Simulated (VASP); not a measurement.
Here is a VASP 6.6.1 calculation.

File INCAR:

```
SYSTEM = FeO
ALGO = Normal
EDIFF = 1E-6
ENCUT = 520
GGA = PS
ISIF = 2
ISMEAR = -1
ISPIN = 2
LASPH = .TRUE.
LCHARG = .TRUE.
LELF = .TRUE.
LMAXMIX = 4
LORBIT = 11
LREAL = .FALSE.
LVHAR = .TRUE.
LWAVE = .FALSE.
MAGMOM = 3 3 0 0
NBANDS = 26
NELM = 150
PREC = Accurate
SIGMA = 0.05
```

Contents of KPOINTS:

```
k-points
0
G
  10 10 5
  0 0 0
```

POSCAR

```
FeO
1.0
    2.7176602847     -1.5444905900      0.0000000000
    2.7176602847      1.5444905900      0.0000000000
   -0.2373943931      0.0000000000      5.3387918073
Fe O
2 2
Direct
    0.0000000000      0.0000000000      0.5000000000
    0.0000000000      0.0000000000      0.0000000000
    0.3354670000      0.3354670000      0.7442990000
    0.6645330000      0.6645330000      0.2557010000
```

Potentials or basis: VASP PAW PBE potentials, release 64 (Fe, O).

Launch:

```console
$ cat potpaw_PBE.64/Fe/POTCAR potpaw_PBE.64/O/POTCAR > POTCAR
$ mpirun -np 1 vasp_std > vasp.out
```

Q: What does it give for the band gap on the k mesh?

A: Zero (filled and empty bands overlap).

Q: What does it give for the site moments?

A: Fe +3.61, +3.57; O +0.31 μB.

Q: Predict the net moment.

A: 8.00 μB per cell.

Stress tensor (GPa, compression positive):
```
-22.42   0.00   0.15
  0.00 -22.11   0.00
  0.15   0.00 -20.12
```

Caveat: the cell stands under tension; the PAW data sets were made with another functional, which shifts forces and pressure a little; semilocal functionals often make such compounds metallic where correlation or magnetic order opens a gap, which also shifts bond lengths. With open d or f shells a metallic result of PBEsol can be an artefact of self-interaction; +U or a hybrid may open a gap.
